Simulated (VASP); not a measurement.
# SiC3 (R3m) in VASP: further runs

Aim: see how the results for SiC3 move with the level of theory and the settings. Levels: PBE, LDA, r2SCAN. Tasks: single point.

Everything below comes from runs of VASP 6.6.1. Logs are shortened: lines on timing, memory, paths and dates and some standing lists are left out, and cuts for length are marked.

## (1) The cell of the first run

Symmetry: R3m, No. 160, trigonal system. The conventional cell has a = 2.831 Å, b = 2.831 Å, c = 14.010 Å, α = 90.00°, β = 90.00°, γ = 120.00°. C (site symmetry 3m) has 3 C at 1.72 Å and 1 Si at 1.89 Å within 2.3 Å. C (site symmetry 3m) has 1 C at 1.54 Å and 3 Si at 1.79 Å within 2.0 Å. C (site symmetry 3m) has 4 C at 1.54 to 1.72 Å within 2.0 Å. Within 2.4 Å of Si (site symmetry 3m) lie 4 C at 1.79 to 1.89 Å.

## (2) Single point, PBE

Contents of INCAR:

```
PREC = Accurate ; ENCUT = 520
EDIFF = 1E-7 ; ISMEAR = 0
SIGMA = 0.01 ; LREAL = False
LASPH = True ; NELM = 80
ALGO = Normal ; ISIF = 2
LWAVE = False ; LCHARG = True
GGA = PE ; LELF = True
LVHAR = True ; NBANDS = 16
```

Contents of KPOINTS:

```
regular mesh
0
Gamma
  6 6 6
```

Contents of POSCAR:

```
SiC3
1.0
    1.4154339591      0.8172011773      4.6700734309
   -1.4154339591      0.8172011773      4.6700734309
    0.0000000000     -1.6344023546      4.6700734309
C Si
3 1
Direct
    1.0082378925      0.0082378925      0.0082378925
    0.4889604675      0.4889604675      0.4889604675
    0.3791724032      0.3791724032      0.3791724032
    0.8736292368      0.8736292368      0.8736292368
```

Potentials or basis: VASP PAW PBE potentials, release 64 (C, Si).

On the command line:

```bash
$ cat potpaw_PBE.64/C/POTCAR potpaw_PBE.64/Si/POTCAR > POTCAR
$ mpirun -np 1 vasp_std > vasp.out
```

OUTCAR:

```text
PREC = Accurate
   ENCUT = 520
   EDIFF = 1E-7
   ISMEAR = 0
   LREAL = False
   LASPH = True
   NELM = 80
   ISIF = 2
   GGA = PE

 ion  position               nearest neighbor table
   1  0.008  0.008  0.008-   3 1.72   3 1.72   3 1.72   4 1.89
   2  0.489  0.489  0.489-   3 1.54   4 1.79   4 1.79   4 1.79
   3  0.379  0.379  0.379-   2 1.54   1 1.72   1 1.72   1 1.72
   4  0.874  0.874  0.874-   2 1.79   2 1.79   2 1.79   1 1.89

  LATTYP: Found a trigonal (rhomboedric) cell.
 ALAT       =     4.9478133460
 COS(alpha) =     0.8363249048

  Lattice vectors:

 A1 = (   1.4154339591,   0.8172011773,   4.6700734309)
 A2 = (  -1.4154339591,   0.8172011773,   4.6700734309)
 A3 = (   0.0000000000,  -1.6344023546,   4.6700734309)

Analysis of symmetry for initial positions (statically):
=====================================================================
 Subroutine PRICEL returns:
 Original cell was already a primitive cell.

 Routine SETGRP: Setting up the symmetry group for a
 trigonal (rhombohedral) supercell.

 Subroutine GETGRP returns: Found  6 space group operations
 (whereof  6 operations were pure point group operations)
 out of a pool of 12 trial point group operations.

The static configuration has the point symmetry C_3v.

Analysis of symmetry for dynamics (positions and initial velocities):
=====================================================================
 Subroutine PRICEL returns:
 Original cell was already a primitive cell.

 Routine SETGRP: Setting up the symmetry group for a
 trigonal (rhombohedral) supercell.

 Subroutine GETGRP returns: Found  6 space group operations
 (whereof  6 operations were pure point group operations)
 out of a pool of 12 trial point group operations.

The dynamic configuration has the point symmetry C_3v.

 Subroutine INISYM returns: Found  6 space group operations
 (whereof  6 operations are pure point group operations),
 and found     1 'primitive' translations

----------------------------------------------------------------------------------------

                                     Primitive cell

  volume of cell :      32.4111

  direct lattice vectors                    reciprocal lattice vectors
     1.415433959  0.817201177  4.670073431     0.353248554  0.203948148  0.071376465
    -1.415433959  0.817201177  4.670073431    -0.353248554  0.203948148  0.071376465
     0.000000000 -1.634402355  4.670073431     0.000000000 -0.407896296  0.071376465

  length of vectors
     4.947813346  4.947813346  4.947813346     0.414094178  0.414094178  0.414094178

  position of ions in fractional coordinates (direct lattice)
     0.008237892  0.008237892  0.008237892
     0.488960468  0.488960468  0.488960468
     0.379172403  0.379172403  0.379172403
     0.873629237  0.873629237  0.873629237

  ion indices of the primitive-cell ions
   primitive index   ion index
                 1           1
                 2           2
                 3           3
                 4           4

----------------------------------------------------------------------------------------

 KPOINTS: regular mesh

Automatic generation of k-mesh.
 Grid dimensions read from file:
 generate k-points for:    6    6    6

 Generating k-lattice:

  Cartesian coordinates                     Fractional coordinates (reciprocal lattice)
     0.058874759  0.033991358  0.011896078     0.166666667 -0.000000000  0.000000000
    -0.058874759  0.033991358  0.011896078    -0.000000000  0.166666667  0.000000000
     0.000000000 -0.067982716  0.011896078     0.000000000  0.000000000  0.166666667

  Length of vectors
     0.069015696  0.069015696  0.069015696

  Shift w.r.t. Gamma in fractional coordinates (k-lattice)
     0.000000000  0.000000000  0.000000000

 Subroutine IBZKPT returns following result:
 ===========================================

 Found     32 irreducible k-points:

 Following reciprocal coordinates:
            Coordinates               Weight
  0.000000  0.000000  0.000000      1.000000
  0.166667 -0.000000  0.000000      6.000000
  0.333333  0.000000  0.000000      6.000000
  0.500000 -0.000000 -0.000000      3.000000
  0.166667  0.166667  0.000000      6.000000
  0.333333  0.166667 -0.000000     12.000000
[... 16 lines left out ...]
  0.500000  0.500000  0.166667      6.000000
 -0.333333  0.500000  0.166667     12.000000
 [... further k-points ...]
   k-points           NKPTS =     32   k-points in BZ     NKDIM =     32   number of bands    NBANDS=     16
   number of dos      NEDOS =    301   number of ions     NIONS =      4
   total plane-waves  NPLWV =  64000
   dimension x,y,z NGX =    40 NGY =   40 NGZ =   40
   dimension x,y,z NGXF=    80 NGYF=   80 NGZF=   80
   ions per type =               3   1
   NGX,Y,Z   is equivalent  to a cutoff of  13.44, 13.44, 13.44 a.u.
   NGXF,Y,Z  is equivalent  to a cutoff of  26.88, 26.88, 26.88 a.u.
 SYSTEM =  unknown system
[... 36 lines left out ...]
   AEXX    =    0.0000 exact exchange contribution
   IVDW    =     0    specifies the selected vdW correction
   LEPSILON=     F    determine dielectric tensor
   LRPA    =     F    only Hartree local field effects (RPA)
 non-spin polarized calculation
 Gauss-broadening in eV      SIGMA  =   0.01
  energy-cutoff  :      520.00
  volume of cell :       32.41
 maximum number of plane-waves:       883
 NGX is ok and might be reduce to    40
   NGX = 19   NGY = 19   NGZ = 19

 number of electron      16.0000000 magnetization

 Free energy of the ion-electron system (eV)
  ---------------------------------------------------
  ext. energy  EPLUGINS =         0.00000000
  ---------------------------------------------------
  free energy    TOTEN  =       -31.02514093 eV

  energy without entropy =      -31.02514093  energy(sigma->0) =      -31.02514093

 E-fermi :   9.2560     XC(G=0): -12.0184

 val. band max:        9.1513047460   @ k =   0.0000   0.0000   0.0000
 cond. band min:      10.7333145703   @ k =   0.5000   0.5000  -0.0000
 fundamental gap:      1.5820098243
 Fermi energy:         9.2559649760

 k-point     1 :       0.0000    0.0000    0.0000
  band No.  band energies     occupation
      1      -9.3335      2.00000
      2      -4.6143      2.00000
      3      -2.1633      2.00000
      4       6.3115      2.00000
      5       6.3115      2.00000
      6       8.1625      2.00000
[... 8 lines left out ...]
     15      17.7622      0.00000
     16      22.2722      0.00000

 k-point     2 :       0.1667   -0.0000    0.0000
  band No.  band energies     occupation
      1      -8.7788      2.00000
      2      -4.2314      2.00000
      3      -1.5743      2.00000
      4       4.0476      2.00000
      5       5.6403      2.00000
      6       6.8550      2.00000
[... 8 lines left out ...]
     15      19.0990      0.00000
     16      22.2162      0.00000

 k-point     3 :       0.3333    0.0000    0.0000
  band No.  band energies     occupation
      1      -7.1847      2.00000
      2      -3.2536      2.00000
      3      -0.6559      2.00000
      4       1.3196      2.00000
      5       3.4005      2.00000
      6       4.6234      2.00000
[... 8 lines left out ...]
     15      20.4786      0.00000
     16      21.3624      0.00000

 k-point     4 :       0.5000   -0.0000   -0.0000
  band No.  band energies     occupation
      1      -5.4079      2.00000
      2      -3.7082      2.00000
      3      -0.7532      2.00000
      4       1.0399      2.00000
      5       2.5819      2.00000
      6       4.0938      2.00000
[... 8 lines left out ...]
     15      20.3527      0.00000
     16      21.6897      0.00000
[... 324 lines left out ...]
 k-point    22 :      -0.1667    0.3333    0.1667
  band No.  band energies     occupation
      1      -5.8339      2.00000
      2      -2.4146      2.00000
      3      -1.2780      2.00000
      4       0.8847      2.00000
      5       2.5786      2.00000
      6       2.7259      2.00000
[... 8 lines left out ...]
     15      20.7426      0.00000
     16      22.5168      0.00000

 k-point    23 :       0.5000    0.5000    0.1667
  band No.  band energies     occupation
      1      -6.7431      2.00000
      2      -4.5780      2.00000
      3      -0.0740      2.00000
      4       1.8460      2.00000
      5       3.8817      2.00000
      6       4.3395      2.00000
[... 8 lines left out ...]
     15      21.5480      0.00000
     16      21.9575      0.00000

 k-point    24 :      -0.3333    0.5000    0.1667
  band No.  band energies     occupation
      1      -5.4572      2.00000
      2      -3.4014      2.00000
      3      -1.2562      2.00000
      4       0.7576      2.00000
      5       2.7902      2.00000
      6       3.9405      2.00000
[... 8 lines left out ...]
     15      21.2008      0.00000
     16      22.5311      0.00000

 [... further k-points ...]

------------------------ aborting loop because EDIFF is reached ----------------------------------------

  FORCE on cell =-STRESS in cart. coord.  units (eV):
  Direction    XX          YY          ZZ          XY          YZ          ZX
  --------------------------------------------------------------------------------------
  -------------------------------------------------------------------------------------
  Total        0.6480745      0.6480745      0.7658231      0.0000000      0.0000000      0.0000000
  in kB       32.0362706     32.0362706     37.8569391      0.0000000      0.0000000      0.0000000
  external PRESSURE =      33.9764934 kB  Pullay stress =       0.0000000 kB

 VOLUME and BASIS-vectors are now :
 -----------------------------------------------------------------------------
  energy-cutoff  :      520.00
  volume of cell :       32.41
      direct lattice vectors                 reciprocal lattice vectors
     1.415433959  0.817201177  4.670073431     0.353248554  0.203948148  0.071376465
    -1.415433959  0.817201177  4.670073431    -0.353248554  0.203948148  0.071376465
     0.000000000 -1.634402355  4.670073431     0.000000000 -0.407896296  0.071376465

 POSITION                                       TOTAL-FORCE (eV/Angst)
 -----------------------------------------------------------------------------------
      0.00000      0.00000      0.11541         0.000000      0.000000      0.219236
      0.00000      0.00000      6.85044         0.000000     -0.000000     -0.293727
      0.00000      0.00000      5.31229         0.000000     -0.000000     -0.139575
      0.00000      0.00000     12.23974         0.000000     -0.000000      0.214065
 -----------------------------------------------------------------------------------
    total drift:                                0.000000     -0.000000     -0.000183

  FREE ENERGIE OF THE ION-ELECTRON SYSTEM (eV)
  ---------------------------------------------------
  free  energy   TOTEN  =       -31.0251409320 eV

  energy  without entropy=      -31.0251409320  energy(sigma->0) =      -31.02514093
```

It took 45 s on 1 thread of Intel Xeon 8259CL, shared host; peak memory 0.22 GiB.

What came out:

| Item | Value |
| --- | --- |
| Free energy | -31.0251 eV |
| Pressure | 3.4 GPa |
| Largest force | 0.294 eV/Å |
| Band gap on the k mesh | 1.58 eV (least direct gap 3.20 eV) |

Forces on the atoms (eV/Å):
```
C    0.000  0.000  0.219
C    0.000  0.000 -0.294
C    0.000  0.000 -0.140
Si   0.000  0.000  0.214
```

Caveat: the k points lie up to 0.43 Å⁻¹ apart.

## (3) Single point, PBE

Contents of INCAR:

```
SYSTEM = SiC3
PREC = Accurate
ENCUT = 520
EDIFF = 1E-6
ISMEAR = 0
SIGMA = 0.01
LREAL = .False.
LASPH = .True.
NELM = 100
ALGO = Normal
ISIF = 2
LWAVE = .False.
LCHARG = .False.
GGA = PE
NBANDS = 16
```

Contents of KPOINTS:

```
regular mesh
0
Gamma
  6 6 6
  0 0 0
```

POSCAR is that of step 2.

Potentials or basis: VASP PAW PBE potentials, release 64 (C, Si).

On the command line:

```bash
$ cat potpaw_PBE.64/C/POTCAR potpaw_PBE.64/Si/POTCAR > POTCAR
$ mpirun -np 1 vasp_std > vasp.out
```

Run time: 46 s. Hardware: 1 thread of Intel Xeon 8259CL, shared host; peak memory 0.22 GiB.

It converged, with:

```
Free energy            : -31.0251 eV
Pressure               : 3.4 GPa
Largest force          : 0.293 eV/Å
Band gap on the k mesh : 1.58 eV (least direct gap 3.20 eV)
```

Forces in eV/Å, atoms in the order of the input:
```
C    0.000  0.000  0.219
C    0.000  0.000 -0.293
C    0.000  0.000 -0.140
Si   0.000  0.000  0.214
```

Stress tensor (GPa, compression positive):
```
3.21 0.00 0.00
0.00 3.21 0.00
0.00 0.00 3.79
```

Levels at points of the mesh, in eV from the valence-band top:
| k point | band 4 | band 5 | band 6 | band 7 | band 8 | band 9 | band 10 | band 11 | band 12 | band 13 |
| --- | --- | --- | --- | --- | --- | --- | --- | --- | --- | --- |
| (0.00, 0.00, 0.00) | -2.84 | -2.84 | -0.99 | 0.00 | 0.00 | 3.85 | 4.70 | 4.70 | 4.90 | 8.28 |
| (0.50, 0.00, 0.00) | -8.11 | -6.57 | -5.06 | -4.94 | -2.44 | 3.22 | 4.11 | 6.29 | 8.84 | 9.10 |
| (0.50, 0.50, 0.00) | -9.65 | -5.38 | -5.27 | -2.35 | -1.62 | 1.58 | 2.66 | 6.43 | 6.45 | 6.80 |
| (0.50, 0.50, 0.50) | -4.98 | -2.76 | -2.76 | -0.35 | -0.35 | 3.93 | 5.29 | 5.29 | 5.56 | 9.16 |

Caveat: the k points lie up to 0.43 Å⁻¹ apart. A k mesh can miss the band edges.

## (4) Single point, LDA

Contents of INCAR:

```
SYSTEM = SiC3
ALGO     = Normal         ! electronic algorithm
EDIFF    = 1E-6           ! SCF threshold, eV
ENCUT    = 520            ! plane-wave cutoff, eV
GGA      = CA             ! functional
ISIF     = 2              ! what is computed and relaxed
ISMEAR   = 0              ! smearing method
LASPH    = .TRUE.         ! aspherical terms in the spheres
LCHARG   = .FALSE.        ! write CHGCAR
LREAL    = .FALSE.        ! projectors in reciprocal space
LWAVE    = .FALSE.        ! write WAVECAR
NBANDS   = 16             ! bands
NELM     = 100            ! most SCF steps
PREC     = Accurate       ! precision mode
SIGMA    = 0.01           ! smearing width, eV
```

Contents of KPOINTS:

```
k-points
0
G
  6 6 6
  0 0 0
```

POSCAR is that of step 3.

Potentials or basis: VASP PAW LDA potentials, release 64 (C, Si).

On the command line:

```bash
$ cat potpaw_LDA.64/C/POTCAR potpaw_LDA.64/Si/POTCAR > POTCAR
$ mpirun -np 1 vasp_std > vasp.out
```

Run time: 53 s. Hardware: 1 thread of Intel Xeon 8259CL, shared host; peak memory 0.19 GiB.

It converged, with:

| Quantity | Value |
| --- | --- |
| Free energy | -34.5906 eV |
| Pressure | -6.4 GPa |
| Largest force | 0.382 eV/Å |
| Band gap on the k mesh | 1.52 eV (least direct gap 3.14 eV) |

Forces on the atoms (eV/Å):
```
C    0.000  0.000  0.304
C    0.000  0.000 -0.382
C    0.000  0.000 -0.062
Si   0.000  0.000  0.140
```

Stress tensor (GPa, compression positive):
```
-6.50  0.00  0.00
 0.00 -6.50  0.00
 0.00  0.00 -6.26
```

Levels at points of the mesh, in eV from the valence-band top:
```tsv
k point	band 5	band 6	band 7	band 8	band 9	band 10	band 11	band 12
(0.00, 0.00, 0.00)	-2.85	-0.99	0.00	0.00	3.99	4.62	4.62	4.83
(0.50, 0.00, 0.00)	-6.55	-5.05	-4.96	-2.44	3.16	4.03	6.16	8.74
(0.50, 0.50, 0.00)	-5.39	-5.29	-2.35	-1.62	1.52	2.63	6.33	6.40
(0.50, 0.50, 0.50)	-2.76	-2.76	-0.35	-0.35	4.04	5.21	5.21	5.48
```

Caveat: the k points lie up to 0.43 Å⁻¹ apart.

## (5) Single point, r2SCAN

POSCAR is that of step 4.

Contents of INCAR.step1:

```
  PREC = Accurate
  ENCUT = 520
  ISMEAR = 0
  SIGMA = 0.01
  LREAL = False
  LASPH = True
  NELM = 100
  NBANDS = 16
  GGA = PE
  ALGO = Normal
  EDIFF = 1E-4
  LWAVE = True
  LCHARG = False
```

Contents of INCAR.step2:

```
  PREC = Accurate
  ENCUT = 520
  EDIFF = 1E-7
  ISMEAR = 0
  SIGMA = 0.01
  LREAL = False
  LASPH = True
  NELM = 100
  ALGO = Normal
  ISIF = 2
  LWAVE = False
  LCHARG = True
  METAGGA = R2SCAN
  LMIXTAU = True
  LELF = True
  LVHAR = True
  NBANDS = 16
  ISTART = 1
```

Contents of KPOINTS:

```
Automatic mesh
0
Gamma
  6 6 6
```

Potentials or basis: VASP PAW PBE potentials, release 64 (C, Si).

On the command line:

```bash
$ cat potpaw_PBE.64/C/POTCAR potpaw_PBE.64/Si/POTCAR > POTCAR
$ cp INCAR.step1 INCAR
$ mpirun -np 1 vasp_std > vasp.out
$ cp INCAR.step2 INCAR
$ mpirun -np 1 vasp_std > vasp.out
```

Wall time 4.2 min (1 thread of Intel Xeon 8259CL, shared host); peak memory 0.25 GiB.

The run converged. Its results:

```
Free energy            : -36.6861 eV
Pressure               : 0.1 GPa
Largest force          : 0.092 eV/Å
Band gap on the k mesh : 1.90 eV (least direct gap 3.61 eV)
```

Forces in eV/Å, atoms in the order of the input:
```
C    0.000  0.000 -0.031
C    0.000  0.000  0.092
C    0.000  0.000 -0.025
Si   0.000  0.000 -0.037
```

Stress tensor (GPa, compression positive):
```
 0.19  0.00  0.00
 0.00  0.19  0.00
 0.00  0.00 -0.23
```

Levels at points of the mesh, in eV from the valence-band top:
```
           k point  band 4  band 5  band 6  band 7  band 8  band 9  band 10  band 11  band 12  band 13
(0.00, 0.00, 0.00)   -2.93   -2.93   -1.00    0.00    0.00    4.06     5.06     5.06     5.28     8.96
(0.50, 0.00, 0.00)   -8.43   -6.86   -5.28   -5.14   -2.57    3.53     4.53     6.83     9.48     9.77
(0.50, 0.50, 0.00)  -10.03   -5.62   -5.49   -2.48   -1.71    1.90     2.89     6.88     6.99     7.29
(0.50, 0.50, 0.50)   -5.22   -2.84   -2.84   -0.37   -0.37    4.13     5.68     5.68     6.06     9.84
```

Caveat: the k points lie up to 0.43 Å⁻¹ apart; the PAW data sets were made with another functional, which shifts forces and pressure a little. A k mesh can miss the band edges.

## (6) Single point, PBE

Contents of INCAR:

```
PREC = Accurate
ENCUT = 520
EDIFF = 1E-6
ISMEAR = 0
SIGMA = 0.01
LREAL = F
LASPH = T
NELM = 60
ALGO = Normal
ISIF = 2
LWAVE = F
LCHARG = F
GGA = PE
NBANDS = 16
```

Contents of KPOINTS:

```
Automatic mesh
0
Gamma
  8 8 8
```

POSCAR is that of step 5.

Potentials or basis: VASP PAW PBE potentials, release 64 (C, Si).

On the command line:

```bash
$ cat potpaw_PBE.64/C/POTCAR potpaw_PBE.64/Si/POTCAR > POTCAR
$ mpirun -np 1 vasp_std > vasp.out
```

It took 1.9 min on 1 thread of Intel Xeon 8259CL, shared host; peak memory 0.23 GiB.

The run converged. Its results:

- Free energy: -31.0356 eV
- Pressure: 3.4 GPa
- Largest force: 0.303 eV/Å
- Band gap on the k mesh: 1.58 eV (least direct gap 3.20 eV)

Forces on the atoms (eV/Å):
```
C    0.000  0.000  0.216
C    0.000  0.000 -0.303
C    0.000  0.000 -0.140
Si   0.000  0.000  0.227
```

Stress tensor (GPa, compression positive):
```
3.11 0.00 0.00
0.00 3.11 0.00
0.00 0.00 3.91
```

Levels at points of the mesh, in eV from the valence-band top:
| k point | band 6 | band 7 | band 8 | band 9 | band 10 | band 11 |
| --- | --- | --- | --- | --- | --- | --- |
| (0.00, 0.00, 0.00) | -0.99 | 0.00 | 0.00 | 3.86 | 4.70 | 4.70 |
| (0.50, 0.00, 0.00) | -5.06 | -4.94 | -2.44 | 3.22 | 4.11 | 6.29 |
| (0.50, 0.50, 0.00) | -5.27 | -2.35 | -1.62 | 1.58 | 2.66 | 6.43 |
| (0.50, 0.50, 0.50) | -2.75 | -0.35 | -0.35 | 3.93 | 5.29 | 5.29 |

Caveat: the cell stands under pressure. A k mesh can miss the band edges.

## (7) Overview

| level | potentials or basis | k mesh | gap on the mesh (eV) | pressure (GPa) | largest force (eV/Å) |
| --- | --- | --- | --- | --- | --- |
| PBE | VASP PAW PBE potentials, release 64 (C, Si) | 6 × 6 × 6 | 1.58 | 3.4 | 0.29 |
| LDA | VASP PAW LDA potentials, release 64 (C, Si) | 6 × 6 × 6 | 1.52 | -6.4 | 0.38 |
| r2SCAN | VASP PAW PBE potentials, release 64 (C, Si) | 6 × 6 × 6 | 1.90 | 0.1 | 0.09 |
| PBE | VASP PAW PBE potentials, release 64 (C, Si) | 8 × 8 × 8 | 1.58 | 3.4 | 0.30 |

Alike in all rows: task single point; no spin polarisation; cell as given; cutoff (eV) 520; smearing gaussian 0.01 eV.

Caveats: some runs use coarse meshes; the PAW data sets were made with another functional, which shifts forces and pressure a little (at least some runs); the cell stands under pressure (at least some runs).

Total energies depend on the potentials used, so only differences within one code and one set of settings carry meaning.
